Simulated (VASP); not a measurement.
# Te2Pb in VASP: a series of runs, part 2 of 2

VASP 6.6.1. The steps go on from the part before.

## 3. Single point, PBEsol

The input, INCAR:

```
SYSTEM = Te2Pb
PREC = Accurate
ENCUT = 520
EDIFF = 1E-7
ISMEAR = 0
SIGMA = 0.05
LREAL = .False.
LASPH = .True.
NELM = 80
ALGO = Normal
ISIF = 2
LWAVE = .False.
LCHARG = .False.
GGA = PS
NBANDS = 20
```

The input, KPOINTS:

```
regular mesh
0
Gamma
  8 8 8
  0 0 0
```

The input, POSCAR:

```
Te2Pb
1.0
    0.0000000000      3.7323724595      3.7323724595
    3.7323724595      0.0000000000      3.7323724595
    3.7323724595      3.7323724595      0.0000000000
Pb Te
1 2
Direct
    0.0000000000      0.0000000000      0.0000000000
    0.2500000000      0.2500000000      0.2500000000
    0.7500000000      0.7500000000      0.7500000000
```

Potentials or basis: VASP PAW PBE potentials, release 64 (Pb_d, Te).

Launch:

```sh
> cat potpaw_PBE.64/Pb_d/POTCAR potpaw_PBE.64/Te/POTCAR > POTCAR
> mpirun -np 1 vasp_std > vasp.out
```

OUTCAR:

```text
SYSTEM = Te2Pb
   PREC = Accurate
   ENCUT = 520
   EDIFF = 1E-7
   ISMEAR = 0
   LREAL = .False.
   LASPH = .True.
   NELM = 80
   ISIF = 2
   GGA = PS

 ion  position               nearest neighbor table
   1  0.000  0.000  0.000-   3 3.23   3 3.23   3 3.23   2 3.23   2 3.23   2 3.23   3 3.23   2 3.23

   2  0.250  0.250  0.250-   1 3.23   1 3.23   1 3.23   1 3.23
   3  0.750  0.750  0.750-   1 3.23   1 3.23   1 3.23   1 3.23

  LATTYP: Found a face centered cubic cell.
 ALAT       =     7.4647449190

  Lattice vectors:

 A1 = (   0.0000000000,   3.7323724595,   3.7323724595)
 A2 = (   3.7323724595,   0.0000000000,   3.7323724595)
 A3 = (   3.7323724595,   3.7323724595,   0.0000000000)

Analysis of symmetry for initial positions (statically):
=====================================================================
 Subroutine PRICEL returns:
 Original cell was already a primitive cell.

 Routine SETGRP: Setting up the symmetry group for a
 face centered cubic supercell.

 Subroutine GETGRP returns: Found 48 space group operations
[... 160 lines left out ...]
  ---------------------------------------------------
  ext. energy  EPLUGINS =         0.00000000
  ---------------------------------------------------
  free energy    TOTEN  =       -10.71391844 eV

  energy without entropy =      -10.70869544  energy(sigma->0) =      -10.71130694

 E-fermi :   5.1248     XC(G=0):  -9.2226

 val. band max:        5.0811248240   @ k =   0.3750   0.1250   0.0000
 cond. band min:       5.1251329385   @ k =   0.5000   0.3750   0.0000
 fundamental gap:      0.0440081145
 Fermi energy:         5.1247597922

 k-point     1 :       0.0000    0.0000    0.0000
  band No.  band energies     occupation
      1     -11.3944      2.00000
      2     -11.3944      2.00000
      3     -11.3944      2.00000
      4     -11.3564      2.00000
      5     -11.3564      2.00000
      6      -7.2505      2.00000
[... 541 lines left out ...]
     19      12.5144      0.00000
     20      13.2220      0.00000

 [... further k-points ...]
[... 5 lines left out ...]
  --------------------------------------------------------------------------------------
  -------------------------------------------------------------------------------------
  Total       -0.0642963     -0.0642963     -0.0642963     -0.0000000     -0.0000000     -0.0000000
  in kB       -0.9906302     -0.9906302     -0.9906302     -0.0000000     -0.0000000     -0.0000000
  external PRESSURE =      -0.9906302 kB  Pullay stress =       0.0000000 kB

 VOLUME and BASIS-vectors are now :
 -----------------------------------------------------------------------------
  energy-cutoff  :      520.00
  volume of cell :      103.99
      direct lattice vectors                 reciprocal lattice vectors
     0.000000000  3.732372460  3.732372460    -0.133963050  0.133963050  0.133963050
     3.732372460  0.000000000  3.732372460     0.133963050 -0.133963050  0.133963050
     3.732372460  3.732372460  0.000000000     0.133963050  0.133963050 -0.133963050

 POSITION                                       TOTAL-FORCE (eV/Angst)
 -----------------------------------------------------------------------------------
      0.00000      0.00000      0.00000        -0.000000     -0.000000      0.000000
      1.86619      1.86619      1.86619        -0.000000      0.000000     -0.000000
      5.59856      5.59856      5.59856         0.000000     -0.000000      0.000000
 -----------------------------------------------------------------------------------
    total drift:                               -0.000000      0.000000      0.000000

  FREE ENERGIE OF THE ION-ELECTRON SYSTEM (eV)
  ---------------------------------------------------
  free  energy   TOTEN  =       -10.7139184372 eV

  energy  without entropy=      -10.7086954363  energy(sigma->0) =      -10.71130694
```

Run time: 50 s. Hardware: 1 thread of Intel Xeon Platinum 8259CL at 2.50GHz (Skylake/Cascade Lake), shared host; peak memory 0.26 GiB.

What came out:

```yaml
Free_energy: -10.7139 eV
Pressure: -0.1 GPa
Band_gap_on_the_k_mesh: zero (band 13 reaches 5.96 eV, above the bottom of band 14 at 3.91 eV)
```

Caveat: the PAW data sets were made with another functional, which shifts forces and pressure a little; spin-orbit coupling is left out, which moves the levels of the heavy elements.

## 4. Single point, PBEsol (volume scaled by 1.020)

The input, INCAR:

```
SYSTEM = Te2Pb
ALGO = Normal
EDIFF = 1E-7
ENCUT = 520
GGA = PS
ISIF = 2
ISMEAR = 0
LASPH = .True.
LCHARG = .True.
LELF = .True.
LREAL = .False.
LVHAR = .True.
LWAVE = .False.
NBANDS = 20
NELM = 100
PREC = Accurate
SIGMA = 0.05
```

The input, KPOINTS:

```
k-points
0
Gamma
  8 8 8
  0 0 0
```

The input, POSCAR:

```
Te2Pb
1.0
    0.0000000000      3.7570908783      3.7570908783
    3.7570908783      0.0000000000      3.7570908783
    3.7570908783      3.7570908783      0.0000000000
Pb Te
1 2
Direct
    0.0000000000      0.0000000000      0.0000000000
    0.2500000000      0.2500000000      0.2500000000
    0.7500000000      0.7500000000      0.7500000000
```

Launch:

```sh
> cat potpaw_PBE.64/Pb_d/POTCAR potpaw_PBE.64/Te/POTCAR > POTCAR
> mpirun -np 1 vasp_std > vasp.out
```

Wall time 52 s (1 thread of Intel Xeon Platinum 8259CL at 2.50GHz (Skylake/Cascade Lake), shared host); peak memory 0.26 GiB.

Results (log left out):

* Free energy: -10.7081 eV
* Pressure: -0.8 GPa
* Band gap on the k mesh: zero (band 13 reaches 5.72 eV, above the bottom of band 14 at 3.73 eV)

Levels at points of the mesh, in eV from the Fermi level:
```tsv
k point	band 11	band 12	band 13	band 14	band 15	band 16
(0.00, 0.00, 0.00)	-2.29	-1.17	-1.17	-1.17	1.78	1.78
(0.50, 0.00, 0.00)	-2.32	-1.56	-1.56	0.31	3.42	3.42
(0.50, 0.50, 0.00)	-1.88	0.60	0.60	1.07	2.32	4.41
```

Caveat: the cell differs from its parent crystal (volume scaled by 1.020); the PAW data sets were made with another functional, which shifts forces and pressure a little; spin-orbit coupling is left out, which moves the levels of the heavy elements.

## 5. Single point, PBEsol (volume scaled by 1.040)

The input, INCAR:

```
  ALGO = Normal
  EDIFF = 1E-6
  ENCUT = 520
  GGA = PS
  ISIF = 2
  ISMEAR = 0
  LASPH = True
  LCHARG = True
  LELF = True
  LREAL = False
  LVHAR = True
  LWAVE = False
  NBANDS = 20
  NELM = 60
  PREC = Accurate
  SIGMA = 0.05
```

The input, KPOINTS:

```
k-points
0
Gamma
  8 8 8
```

The input, POSCAR:

```
Te2Pb
1.0
    0.0000000000      3.7814882559      3.7814882559
    3.7814882559      0.0000000000      3.7814882559
    3.7814882559      3.7814882559      0.0000000000
Pb Te
1 2
Direct
    0.0000000000      0.0000000000      0.0000000000
    0.2500000000      0.2500000000      0.2500000000
    0.7500000000      0.7500000000      0.7500000000
```

Launch:

```sh
> cat potpaw_PBE.64/Pb_d/POTCAR potpaw_PBE.64/Te/POTCAR > POTCAR
> mpirun -np 1 vasp_std > vasp.out
```

It took 43 s on 1 thread of Intel Xeon Platinum 8259CL at 2.50GHz (Skylake/Cascade Lake), shared host; peak memory 0.26 GiB.

The run converged. Its results:

```yaml
Free_energy: -10.6933 eV
Pressure: -1.5 GPa
Band_gap_on_the_k_mesh: zero (band 13 reaches 5.48 eV, above the bottom of band 14 at 3.56 eV)
```

Levels at points of the mesh, in eV from the Fermi level:
```
           k point  band 9  band 10  band 11  band 12  band 13  band 14  band 15  band 16  band 17  band 18
(0.00, 0.00, 0.00)   -2.22    -2.22    -2.22    -1.12    -1.12    -1.12     1.80     1.80     1.80     5.16
(0.50, 0.00, 0.00)   -2.60    -2.60    -2.26    -1.51    -1.51     0.28     3.40     3.40     4.66     5.74
(0.50, 0.50, 0.00)   -3.86    -3.86    -1.84     0.59     0.59     1.05     2.27     4.36     4.36     5.26
```

Caveat: the cell differs from its parent crystal (volume scaled by 1.040); the PAW data sets were made with another functional, which shifts forces and pressure a little; spin-orbit coupling is left out, which moves the levels of the heavy elements.

## 6. Single point, PBEsol

This run uses another cell than the first one, of 35.70 Å³/atom, 1.030 times its volume.

The input, INCAR:

```
SYSTEM = Te2Pb
PREC = Accurate
ENCUT = 520
EDIFF = 1E-7
ISMEAR = 0
SIGMA = 0.05
LREAL = .False.
LASPH = .True.
NELM = 100
ALGO = Normal
ISIF = 2
LWAVE = .False.
LCHARG = .True.
GGA = PS
LELF = .True.
LVHAR = .True.
NBANDS = 20
```

The input, KPOINTS:

```
regular mesh
0
Gamma
  8 8 8
  0 0 0
```

The input, POSCAR:

```
Te2Pb
1.0
    0.0000000000      3.7323724595      3.7323724595
    3.8443436333      0.0000000000      3.7323724595
    3.8443436333      3.7323724595      0.0000000000
Pb Te
1 2
Direct
    0.0000000000      0.0000000000      0.0000000000
    0.2500000000      0.2500000000      0.2500000000
    0.7500000000      0.7500000000      0.7500000000
```

Potentials or basis: VASP PAW PBE potentials, release 64 (Pb_d, Te).

Launch:

```sh
> cat potpaw_PBE.64/Pb_d/POTCAR potpaw_PBE.64/Te/POTCAR > POTCAR
> mpirun -np 1 vasp_std > vasp.out
```

Wall time 96 s (1 thread of Intel Xeon Platinum 8259CL at 2.50GHz (Skylake/Cascade Lake), shared host); peak memory 0.31 GiB.

Results (log left out):

* Free energy: -10.7137 eV
* Pressure: -1.1 GPa
* Band gap on the k mesh: zero (band 13 reaches 5.72 eV, above the bottom of band 14 at 3.76 eV)

Stress tensor (GPa, compression positive):
```
 0.14  0.00  0.00
 0.00 -1.78  0.00
 0.00  0.00 -1.78
```

Levels at points of the mesh, in eV from the Fermi level:
```
           k point  band 10  band 11  band 12  band 13  band 14  band 15  band 16  band 17
(0.00, 0.00, 0.00)    -2.34    -2.10    -1.37    -1.03    -1.03     1.76     1.80     1.80
(0.50, 0.00, 0.00)    -2.60    -2.29    -1.54    -1.54     0.29     3.31     3.50     4.68
(0.50, 0.50, 0.00)    -3.84    -1.95     0.40     0.74     1.14     2.25     4.23     4.58
(0.00, 0.50, 0.50)    -3.89    -1.71     0.64     0.64     0.90     2.35     4.30     4.30
```

Caveat: the PAW data sets were made with another functional, which shifts forces and pressure a little; spin-orbit coupling is left out, which moves the levels of the heavy elements.

## 7. Overview

```csv
cell,gap on the mesh (eV),pressure (GPa)
"a = 5.278 Å, angles 60.0°, 3 atoms",none,-0.1
"a = 5.313 Å, angles 60.0°, 3 atoms",none,-0.8
"a = 5.348 Å, angles 60.0°, 3 atoms",none,-1.5
"a = 5.278, b = 5.358, c = 5.358 Å, angles 59.0, 60.5, 60.5°, 3 atoms",none,-1.1
```

Alike in all rows: task single point; level PBEsol; potentials or basis VASP PAW PBE potentials, release 64 (Pb_d, Te); no spin polarisation; k mesh 8 × 8 × 8; cutoff (eV) 520; smearing gaussian 0.05 eV.

Caveats: the PAW data sets were made with another functional, which shifts forces and pressure a little; spin-orbit coupling is left out, which moves the levels of the heavy elements.

Total energies depend on the potentials used, so only differences within one code and one set of settings carry meaning.
